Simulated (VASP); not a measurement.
# SnSbS2 (R-3m) in VASP: further runs, part 2 of 2

VASP 6.6.1. Earlier steps stand in the parts before.

### Step 3. Single point, PBE

This run uses another cell than the first one, of 23.92 Å³/atom, 0.917 times its volume.

The input, INCAR:

```
SYSTEM = SnSbS2
PREC     = Accurate       ! precision mode
ENCUT    = 520            ! plane-wave cutoff, eV
EDIFF    = 1E-6           ! SCF threshold, eV
ISMEAR   = 0              ! smearing method
SIGMA    = 0.1            ! smearing width, eV
LREAL    = .False.        ! projectors in reciprocal space
LASPH    = .True.         ! aspherical terms in the spheres
NELM     = 100            ! most SCF steps
ALGO     = Normal         ! electronic algorithm
ISIF     = 2              ! what is computed and relaxed
LWAVE    = .False.        ! write WAVECAR
LCHARG   = .False.        ! write CHGCAR
GGA      = PE             ! functional
NBANDS   = 24             ! bands
```

The input, KPOINTS:

```
regular mesh
0
Gamma
  12 12 12
  0 0 0
```

The input, POSCAR:

```
SnSbS2
1.0
    1.9049729572      1.0998366496      7.6102895811
   -1.9049729572      1.0998366496      7.6102895811
    0.0000000000     -2.1996732992      7.6102895811
Sn Sb S
1 1 2
Direct
    0.0000000000      0.0000000000      0.0000000000
    0.5000000000      0.5000000000      0.5000000000
    0.7539947905      0.7539947905      0.7539947905
    0.2460052095      0.2460052095      0.2460052095
```

Potentials or basis: VASP PAW PBE potentials, release 64 (Sn_d, Sb, S).

Command:

```
> cat potpaw_PBE.64/Sn_d/POTCAR potpaw_PBE.64/Sb/POTCAR potpaw_PBE.64/S/POTCAR > POTCAR
> mpirun -np 1 vasp_std > vasp.out
```

OUTCAR:

```text
SYSTEM = SnSbS2
   PREC = Accurate
   ENCUT = 520
   EDIFF = 1E-6
   ISMEAR = 0
   LREAL = .False.
   LASPH = .True.
   NELM = 100
   ISIF = 2
   GGA = PE

 ion  position               nearest neighbor table
   1  0.000  0.000  0.000-   3 2.97   4 2.97   3 2.97   3 2.97   4 2.97   4 2.97
   2  0.500  0.500  0.500-   4 2.85   3 2.85   4 2.85   4 2.85   3 2.85   3 2.85
   3  0.754  0.754  0.754-   2 2.85   2 2.85   2 2.85   1 2.97   1 2.97   1 2.97
   4  0.246  0.246  0.246-   2 2.85   2 2.85   2 2.85   1 2.97   1 2.97   1 2.97

  LATTYP: Found a trigonal (rhomboedric) cell.
 ALAT       =     7.9218097763
 COS(alpha) =     0.8843464931

  Lattice vectors:

 A1 = (   1.9049729572,   1.0998366496,   7.6102895811)
 A2 = (  -1.9049729572,   1.0998366496,   7.6102895811)
 A3 = (   0.0000000000,  -2.1996732992,   7.6102895811)

Analysis of symmetry for initial positions (statically):
=====================================================================
 Subroutine PRICEL returns:
 Original cell was already a primitive cell.

 Routine SETGRP: Setting up the symmetry group for a
 trigonal (rhombohedral) supercell.

[... 171 lines left out ...]

 val. band max:        7.2395512664   @ k =  -0.2500   0.2500   0.0000
 cond. band min:       7.2646149269   @ k =   0.3333   0.0833   0.0833
 fundamental gap:      0.0250636605
 Fermi energy:         7.2409215153

 k-point     1 :       0.0000    0.0000    0.0000
  band No.  band energies     occupation
      1     -14.7204      2.00000
      2     -14.6961      2.00000
      3     -14.6961      2.00000
      4     -14.6879      2.00000
      5     -14.6879      2.00000
      6      -7.6025      2.00000
[... 637 lines left out ...]
     23      13.5638      0.00000
     24      15.9146      0.00000

 [... further k-points ...]

------------------------ aborting loop because EDIFF is reached ----------------------------------------

  FORCE on cell =-STRESS in cart. coord.  units (eV):
  Direction    XX          YY          ZZ          XY          YZ          ZX
  --------------------------------------------------------------------------------------
  -------------------------------------------------------------------------------------
  Total       -0.0884005     -0.0884005     -0.0912599      0.0000000      0.0000000      0.0000000
  in kB       -1.4804575     -1.4804575     -1.5283446      0.0000000      0.0000000      0.0000000
  external PRESSURE =      -1.4964199 kB  Pullay stress =       0.0000000 kB

 VOLUME and BASIS-vectors are now :
 -----------------------------------------------------------------------------
  energy-cutoff  :      520.00
  volume of cell :       95.67
      direct lattice vectors                 reciprocal lattice vectors
     1.904972957  1.099836650  7.610289581     0.262470918  0.151537655  0.043800348
    -1.904972957  1.099836650  7.610289581    -0.262470918  0.151537655  0.043800348
     0.000000000 -2.199673299  7.610289581     0.000000000 -0.303075310  0.043800348

 POSITION                                       TOTAL-FORCE (eV/Angst)
 -----------------------------------------------------------------------------------
      0.00000      0.00000      0.00000         0.000000      0.000000      0.000000
      0.00000      0.00000     11.41543        -0.000000      0.000000     -0.000000
      0.00000      0.00000     17.21436         0.000000     -0.000000      0.017839
      0.00000      0.00000      5.61651         0.000000      0.000000     -0.017839
 -----------------------------------------------------------------------------------
    total drift:                               -0.000000     -0.000000      0.000000

  FREE ENERGIE OF THE ION-ELECTRON SYSTEM (eV)
  ---------------------------------------------------
  free  energy   TOTEN  =       -16.8394619637 eV

  energy  without entropy=      -16.8337199920  energy(sigma->0) =      -16.83659098
```

OSZICAR:

```text
N       E                     dE             d eps       ncg     rms          rms(c)
DAV:   1     0.248210220406E+03    0.24821E+03   -0.13093E+04  9272   0.137E+03
DAV:   2     0.132608040894E+02   -0.23495E+03   -0.22003E+03  9776   0.385E+02
DAV:   3    -0.162248816927E+02   -0.29486E+02   -0.28245E+02 11848   0.113E+02
DAV:   4    -0.174467161531E+02   -0.12218E+01   -0.12184E+01 10296   0.252E+01
DAV:   5    -0.174840309794E+02   -0.37315E-01   -0.37312E-01 13920   0.458E+00    0.988E+00
DAV:   6    -0.168260533185E+02    0.65798E+00   -0.11600E+00 11208   0.581E+00    0.663E+00
DAV:   7    -0.168405301338E+02   -0.14477E-01   -0.27114E-01 11344   0.228E+00    0.221E+00
DAV:   8    -0.168389748323E+02    0.15553E-02   -0.13234E-02 10720   0.778E-01    0.535E-01
DAV:   9    -0.168393435548E+02   -0.36872E-03   -0.17759E-03 11672   0.281E-01    0.141E-01
DAV:  10    -0.168394256326E+02   -0.82078E-04   -0.16881E-04 11128   0.722E-02    0.497E-02
DAV:  11    -0.168394622191E+02   -0.36586E-04   -0.47905E-05 10656   0.480E-02    0.158E-02
DAV:  12    -0.168394619637E+02    0.25542E-06   -0.36043E-06 11504   0.118E-02
   1 F= -.16839462E+02 E0= -.16836591E+02  d E =-.574197E-02
```

stdout:

```text
POSCAR found type information on POSCAR SnSbS
 POSCAR found :  3 types and       4 ions
 scaLAPACK will be used
 LDA part: xc-table for (Slater+PW92), standard interpolation
 POSCAR, INCAR and KPOINTS ok, starting setup
 FFT: planning ... GRIDC
 FFT: planning ... GRID_SOFT
 FFT: planning ... GRID
 WAVECAR not read
 entering main loop
```

Wall time 17 min (1 thread of Intel Xeon Platinum 8488C (Sapphire Rapids), shared host); peak memory 0.78 GiB.

What came out:

```
Free energy   : -16.8395 eV
Pressure      : -0.1 GPa
Largest force : 0.018 eV/Å
```

Forces on the atoms (eV/Å):
```
Sn   0.000  0.000  0.000
Sb   0.000  0.000  0.000
S    0.000  0.000  0.018
S    0.000  0.000 -0.018
```

Levels at points of the mesh, in eV from the Fermi level:
| k point | band 12 | band 13 | band 14 | band 15 | band 16 | band 17 | band 18 | band 19 |
| --- | --- | --- | --- | --- | --- | --- | --- | --- |
| (0.00, 0.00, 0.00) | -2.56 | -2.26 | -2.26 | 0.11 | 0.20 | 1.23 | 1.23 | 4.00 |
| (0.50, 0.00, 0.00) | -3.76 | -3.45 | -3.35 | -3.13 | 0.91 | 0.97 | 1.70 | 2.55 |
| (0.50, 0.50, 0.00) | -4.00 | -3.41 | -2.65 | -1.78 | -0.82 | 0.07 | 0.58 | 2.65 |
| (0.50, 0.50, 0.50) | -2.34 | -2.34 | -2.18 | -1.99 | 1.51 | 1.54 | 1.54 | 2.69 |

Caveat: spin-orbit coupling is left out, which moves the levels of the heavy elements.
